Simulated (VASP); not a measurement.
# C (P2_1/m) in VASP: a series of runs

The runs below take C through single point, with PBE+D3(BJ).

Program: VASP 6.6.1. These are calculated values, not measurements. Logs are shortened: lines on timing, memory, paths and dates and some standing lists are left out, and cuts for length are marked.

## Step 1: The cell of the first run

It takes space group P2_1/m (No. 11, monoclinic). The conventional cell has a = 2.153 Å, b = 6.269 Å, c = 2.493 Å, α = 90.00°, β = 106.54°, γ = 90.00°. C (site symmetry m) has 3 C at 1.24 to 1.61 Å within 1.7 Å. Within 1.7 Å of C (site symmetry m) lie 3 C at 1.24 to 1.61 Å.

## Step 2: Single point, PBE+D3(BJ) (engineering shear strain xy -0.3000, normal strain along z -0.0700)

Input file INCAR:

```
PREC = Accurate
ENCUT = 520
EDIFF = 1E-7
ISMEAR = 0
SIGMA = 0.15
LREAL = False
LASPH = True
NELM = 80
ALGO = Normal
ISIF = 2
LWAVE = False
LCHARG = True
GGA = PE
IVDW = 12
LELF = True
LVHAR = True
NBANDS = 16
```

Input file KPOINTS:

```
Automatic mesh
0
Gamma
  18 18 6
```

Input file POSCAR:

```
C
1.0
    2.4649495834     -0.3697424375      0.0000000000
   -1.5526811355      2.3195801770      0.0000000000
    0.0000000000      0.0000000000      6.2691553491
C
4
Direct
    0.0000000000      0.0000000000      0.0025000000
    0.0000000000      0.0000000000      0.5025000000
    0.3333333333      0.6666666667      0.0025000000
    0.6666666667      0.3333333333      0.5025000000
```

Potentials or basis: VASP PAW PBE potentials, release 64 (C).

Launch:

```bash
cat potpaw_PBE.64/C/POTCAR > POTCAR
mpirun -np 1 vasp_std > vasp.out
```

OUTCAR:

```text
PREC = Accurate
   ENCUT = 520
   EDIFF = 1E-7
   ISMEAR = 0
   LREAL = False
   LASPH = True
   NELM = 80
   ISIF = 2
   GGA = PE
   IVDW = 12
 IVDW          = 12

 ion  position               nearest neighbor table
   1  0.000  0.000  0.002-   3 1.24   3 1.44   3 1.61
   2  0.000  0.000  0.502-   4 1.24   4 1.44   4 1.61
   3  0.333  0.667  0.002-   1 1.24   1 1.44   1 1.61
   4  0.667  0.333  0.502-   2 1.24   2 1.44   2 1.61

  LATTYP: Found a simple monoclinic cell.
 ALAT       =     2.1526962004
 B/A-ratio  =     2.9122341312
 C/A-ratio  =     1.1578624105
 COS(beta)  =    -0.2847292703

  Lattice vectors:

 A1 = (   0.9122684479,   1.9498377395,   0.0000000000)
 A2 = (   0.0000000000,   0.0000000000,  -6.2691553491)
 A3 = (  -2.4649495834,   0.3697424375,   0.0000000000)

Analysis of symmetry for initial positions (statically):
=====================================================================
 Subroutine PRICEL returns:
 Original cell was already a primitive cell.

 Routine SETGRP: Setting up the symmetry group for a
 simple monoclinic supercell.

 Subroutine GETGRP returns: Found  4 space group operations
 (whereof  1 operations were pure point group operations)
 out of a pool of  4 trial point group operations.

The static configuration has the point symmetry C_1 .
 The point group associated with its full space group is C_2h.

Analysis of symmetry for dynamics (positions and initial velocities):
=====================================================================
 Subroutine PRICEL returns:
 Original cell was already a primitive cell.

 Routine SETGRP: Setting up the symmetry group for a
 simple monoclinic supercell.

 Subroutine GETGRP returns: Found  4 space group operations
 (whereof  1 operations were pure point group operations)
 out of a pool of  4 trial point group operations.

The dynamic configuration has the point symmetry C_1 .
 The point group associated with its full space group is C_2h.

 Subroutine INISYM returns: Found  4 space group operations
 (whereof  1 operations are pure point group operations),
 and found     1 'primitive' translations

----------------------------------------------------------------------------------------

                                     Primitive cell

  volume of cell :      32.2458

  direct lattice vectors                    reciprocal lattice vectors
     2.464949583 -0.369742438  0.000000000     0.450968190  0.301869195  0.000000000
    -1.552681136  2.319580177  0.000000000     0.071884593  0.479230622  0.000000000
     0.000000000  0.000000000  6.269155349     0.000000000  0.000000000  0.159511121

  length of vectors
     2.492526012  2.791284813  6.269155349     0.542676072  0.484591977  0.159511121

  position of ions in fractional coordinates (direct lattice)
     0.000000000  0.000000000  0.002500000
     0.000000000  0.000000000  0.502500000
     0.333333333  0.666666667  0.002500000
     0.666666667  0.333333333  0.502500000

  ion indices of the primitive-cell ions
   primitive index   ion index
                 1           1
                 2           2
                 3           3
                 4           4

----------------------------------------------------------------------------------------

 KPOINTS: Automatic mesh

Automatic generation of k-mesh.
 Grid dimensions read from file:
 generate k-points for:   18   18    6

 Generating k-lattice:

  Cartesian coordinates                     Fractional coordinates (reciprocal lattice)
     0.025053788  0.016770511  0.000000000     0.055555556 -0.000000000  0.000000000
     0.003993589  0.026623923  0.000000000     0.000000000  0.055555556  0.000000000
     0.000000000  0.000000000  0.026585187     0.000000000  0.000000000  0.166666667

  Length of vectors
     0.030148671  0.026921777  0.026585187

  Shift w.r.t. Gamma in fractional coordinates (k-lattice)
     0.000000000  0.000000000  0.000000000

 Subroutine IBZKPT returns following result:
 ===========================================

 Found    656 irreducible k-points:

 Following reciprocal coordinates:
            Coordinates               Weight
  0.000000  0.000000  0.000000      1.000000
  0.055556  0.000000  0.000000      2.000000
  0.111111  0.000000  0.000000      2.000000
  0.166667  0.000000  0.000000      2.000000
  0.222222  0.000000  0.000000      2.000000
  0.277778  0.000000  0.000000      2.000000
[... 16 lines left out ...]
 -0.333333  0.055556  0.000000      2.000000
 -0.277778  0.055556  0.000000      2.000000
 [... further k-points ...]
   k-points           NKPTS =    656   k-points in BZ     NKDIM =    656   number of bands    NBANDS=     16
   number of dos      NEDOS =    301   number of ions     NIONS =      4
   total plane-waves  NPLWV =  23040
   dimension x,y,z NGX =    20 NGY =   24 NGZ =   48
   dimension x,y,z NGXF=    40 NGYF=   48 NGZF=   96
   ions per type =               4
   NGX,Y,Z   is equivalent  to a cutoff of  13.34, 14.29, 12.73 a.u.
   NGXF,Y,Z  is equivalent  to a cutoff of  26.68, 28.59, 25.46 a.u.
 SYSTEM =  unknown system
   PREC   = accura    normal or accurate (medium, high low for compatibility)
   ISTART =      0    job   : 0-new  1-cont  2-samecut
   ICHARG =      2    charge: 1-file 2-atom 10-const
   ISPIN  =      1    spin polarized calculation?
   LNONCOLLINEAR =      F non collinear calculations
   LSORBIT =      F    spin-orbit coupling
   LASPH  =      T    aspherical Exc in radial PAW
   ENCUT  =  520.0 eV  38.22 Ry    6.18 a.u.   4.63  5.19 11.66*2*pi/ulx,y,z
   NELM   =     80;   NELMIN=  2; NELMDL= -5     # of ELM steps
   EDIFF  = 0.1E-06   stopping-criterion for ELM
   LREAL  =      F    real-space projection
   EDIFFG = 0.1E-05   stopping-criterion for IOM
   NSW    =      0    number of steps for IOM
   IBRION =     -1    ionic relax: 0-MD 1-quasi-New 2-CG
   NFREE  =      0    steps in history (QN), initial steepest desc. (CG)
   ISIF   =      2    stress and relaxation
   ISYM   =      2    0-nonsym 1-usesym 2-fastsym
   POTIM  = 0.5000    time-step for ionic-motion
   TEBEG  =    0.0;   TEEND  =   0.0 temperature during run
   PSTRESS=    0.0 pullay stress
   NELECT =      16.0000    total number of electrons
   NUPDOWN=      -1.0000    fix difference up-down
   EMIN   =  10.00;   EMAX   =-10.00  energy-range for DOS
   EFERMI =   0.00;   METHOD = LEGACY
   ISMEAR =     0;   SIGMA  =   0.15  broadening in eV -4-tet -1-fermi 0-gaus
   EFERMI_NEDOS =   21; number of points for ismear=-14 and -15
   IALGO  =     38    algorithm
   IMIX   =      4    mixing-type and parameters
     AMIX     =   0.40;   BMIX     =  1.00
     AMIX_MAG =   1.60;   BMIX_MAG =  1.00
  volume/ion in A,a.u.               =       8.06        54.40
  Fermi-wavevector in a.u.,A,eV,Ry     =   1.296057  2.449192 22.854561  1.679763
  Thomas-Fermi vector in A             =   2.427537
   LORBIT       =      0    0 simple, 1 ext, 2 COOP (PROOUT), +10 PAW based schemes
   GGA     = PE    functional components
   LHFCALC =     F    Hartree Fock is set to
   AEXX    =    0.0000 exact exchange contribution
   IVDW    =    12    specifies the selected vdW correction
   LEPSILON=     F    determine dielectric tensor
   LRPA    =     F    only Hartree local field effects (RPA)
 non-spin polarized calculation
 Gauss-broadening in eV      SIGMA  =   0.15
  energy-cutoff  :      520.00
  volume of cell :       32.25
 maximum number of plane-waves:       896
   NGX =  9   NGY = 11   NGZ = 23

 number of electron      16.0000000 magnetization

 Free energy of the ion-electron system (eV)
  ---------------------------------------------------
  ext. energy  EPLUGINS =         0.00000000
  ---------------------------------------------------
  free energy    TOTEN  =       -32.06115101 eV

  energy without entropy =      -32.06015390  energy(sigma->0) =      -32.06065246

 E-fermi :   6.1894     XC(G=0): -10.8593

 val. band max:        6.1203364426   @ k =   0.4444   0.0556   0.0000
 cond. band min:       6.2734225218   @ k =   0.3889   0.1667   0.3333
 fundamental gap:      0.1530860791
 Fermi energy:         6.1893846220

 k-point     1 :       0.0000    0.0000    0.0000
  band No.  band energies     occupation
      1     -14.6458      2.00000
      2     -14.1738      2.00000
      3      -3.5990      2.00000
      4      -0.9303      2.00000
      5       1.2600      2.00000
      6       1.3090      2.00000
[... 8 lines left out ...]
     15      16.8125      0.00000
     16      17.4609      0.00000

 k-point     2 :       0.0556    0.0000    0.0000
  band No.  band energies     occupation
      1     -14.5501      2.00000
      2     -14.0812      2.00000
      3      -3.4774      2.00000
      4      -0.8186      2.00000
      5       1.1054      2.00000
      6       1.1615      2.00000
[... 8 lines left out ...]
     15      16.4633      0.00000
     16      17.8016      0.00000

 k-point     3 :       0.1111    0.0000    0.0000
  band No.  band energies     occupation
      1     -14.2641      2.00000
      2     -13.8043      2.00000
      3      -3.1134      2.00000
      4      -0.4850      2.00000
      5       0.6648      2.00000
      6       0.7408      2.00000
[... 8 lines left out ...]
     15      15.7907      0.00000
     16      18.3165      0.00000

 k-point     4 :       0.1667    0.0000    0.0000
  band No.  band energies     occupation
      1     -13.7906      2.00000
      2     -13.3464      2.00000
      3      -2.5101      2.00000
      4       0.0087      2.00000
      5       0.0657      2.00000
      6       0.1100      2.00000
[... 8 lines left out ...]
     15      15.9512      0.00000
     16      18.8428      0.00000
[... 324 lines left out ...]
 k-point    22 :      -0.3889    0.0556    0.0000
  band No.  band energies     occupation
      1     -10.9009      2.00000
      2     -10.5659      2.00000
      3      -2.9655      2.00000
      4      -2.8849      2.00000
      5      -2.5629      2.00000
      6      -2.5200      2.00000
[... 8 lines left out ...]
     15      20.4374      0.00000
     16      21.2336      0.00000

 k-point    23 :      -0.3333    0.0556    0.0000
  band No.  band energies     occupation
      1     -11.9245      2.00000
      2     -11.5487      2.00000
      3      -2.4148      2.00000
      4      -2.2626      2.00000
      5      -1.2350      2.00000
      6      -1.1378      2.00000
[... 8 lines left out ...]
     15      19.8795      0.00000
     16      20.2789      0.00000

 k-point    24 :      -0.2778    0.0556    0.0000
  band No.  band energies     occupation
      1     -12.8054      2.00000
      2     -12.3974      2.00000
      3      -1.8454      2.00000
      4      -1.6965      2.00000
      5      -1.2449      2.00000
      6       0.2567      2.00000
[... 8 lines left out ...]
     15      18.4495      0.00000
     16      19.5743      0.00000

 [... further k-points ...]

------------------------ aborting loop because EDIFF is reached ----------------------------------------

 Edisp (eV)   -0.57083

 E8    (eV) :    -0.1634

  FORCE on cell =-STRESS in cart. coord.  units (eV):
  Direction    XX          YY          ZZ          XY          YZ          ZX
  --------------------------------------------------------------------------------------
  -------------------------------------------------------------------------------------
  Total      11.86706    11.39360     0.71822    30.66245     0.00000     0.00000
  in kB     589.63245   566.10746    35.68562  1523.50857     0.00000     0.00000
  external pressure =      397.14 kB  Pullay stress =        0.00 kB

 VOLUME and BASIS-vectors are now :
 -----------------------------------------------------------------------------
  energy-cutoff  :      520.00
  volume of cell :       32.25
      direct lattice vectors                 reciprocal lattice vectors
     2.464949583 -0.369742438  0.000000000     0.450968190  0.301869195  0.000000000
    -1.552681136  2.319580177  0.000000000     0.071884593  0.479230622  0.000000000
     0.000000000  0.000000000  6.269155349     0.000000000  0.000000000  0.159511121

 POSITION                                       TOTAL-FORCE (eV/Angst)
 -----------------------------------------------------------------------------------
      0.00000      0.00000      0.01567         4.608125      2.494165      0.000000
      0.00000      0.00000      3.15025        -4.608125     -2.494165      0.000000
     -0.21347      1.42314      0.01567        -4.673173     -2.519915      0.000000
      1.12574      0.52670      3.15025         4.673173      2.519915      0.000000
 -----------------------------------------------------------------------------------
    total drift:                                0.000000      0.000000     -0.000015

  FREE ENERGIE OF THE ION-ELECTRON SYSTEM (eV)
  ---------------------------------------------------
  free  energy   TOTEN  =       -32.6319761807 eV

  energy  without entropy=      -32.6309790723  energy(sigma->0) =      -32.63147763
```

Run time: 2.3 min. Hardware: 1 thread of AMD EPYC 9R45 (Zen 5), shared host; peak memory 0.33 GiB.

Results:

| Property | Result |
| --- | --- |
| Free energy | -32.6320 eV |
| Pressure | 39.7 GPa |
| Largest force | 5.309 eV/Å |
| Dispersion energy per atom | -0.143 eV |

Forces in eV/Å, atoms in the order of the input:
```
C    4.608  2.494  0.000
C   -4.608 -2.494  0.000
C   -4.673 -2.520  0.000
C    4.673  2.520  0.000
```

Stress tensor (GPa, compression positive):
```
 58.96 152.35   0.00
152.35  56.61   0.00
  0.00   0.00   3.57
```

Caveat: the cell differs from its parent crystal (engineering shear strain xy -0.3000, normal strain along z -0.0700); the stress differs along the axes, from 4 to 59 GPa; forces of over 1 eV/Å act on the atoms, so gaps and moduli don't describe the material at rest.

## Step 3: Single point, PBE+D3(BJ) (engineering shear strain xy -0.3000, normal strain along z -0.0467)

Input file INCAR:

```
SYSTEM = C
PREC = Accurate
ENCUT = 520
EDIFF = 1E-6
ISMEAR = 0
SIGMA = 0.15
LREAL = .FALSE.
LASPH = .TRUE.
NELM = 60
ALGO = Normal
ISIF = 2
LWAVE = .FALSE.
LCHARG = .FALSE.
GGA = PE
IVDW = 12
NBANDS = 16
```

Input file KPOINTS:

```
Automatic mesh
0
G
  18 18 6
  0 0 0
```

POSCAR: that of step 2 with these lines changed.

```diff
@@ -4,3 +4,3 @@
    -1.5526811355      2.3195801770      0.0000000000
-    0.0000000000      0.0000000000      6.2691553491
+    0.0000000000      0.0000000000      6.4262212842
 C
```

Potentials or basis: VASP PAW PBE potentials, release 64 (C).

Launch:

```bash
cat potpaw_PBE.64/C/POTCAR > POTCAR
mpirun -np 1 vasp_std > vasp.out
```

Wall time 2.1 min (1 thread of AMD EPYC 9R45 (Zen 5), shared host); peak memory 0.32 GiB.

It converged, with:

| Property | Result |
| --- | --- |
| Free energy | -32.6467 eV |
| Pressure | 38.3 GPa |
| Largest force | 5.309 eV/Å |
| Dispersion energy per atom | -0.139 eV |

Forces on the atoms (eV/Å):
```
C    4.622  2.499  0.000
C   -4.622 -2.499  0.000
C   -4.673 -2.519  0.000
C    4.673  2.519  0.000
```

Stress tensor (GPa, compression positive):
```
 57.68 148.68   0.00
148.68  55.28   0.00
  0.00   0.00   2.07
```

Caveat: the cell differs from its parent crystal (engineering shear strain xy -0.3000, normal strain along z -0.0467); the stress differs along the axes, from 2 to 58 GPa; forces of over 1 eV/Å act on the atoms, so gaps and moduli don't describe the material at rest.
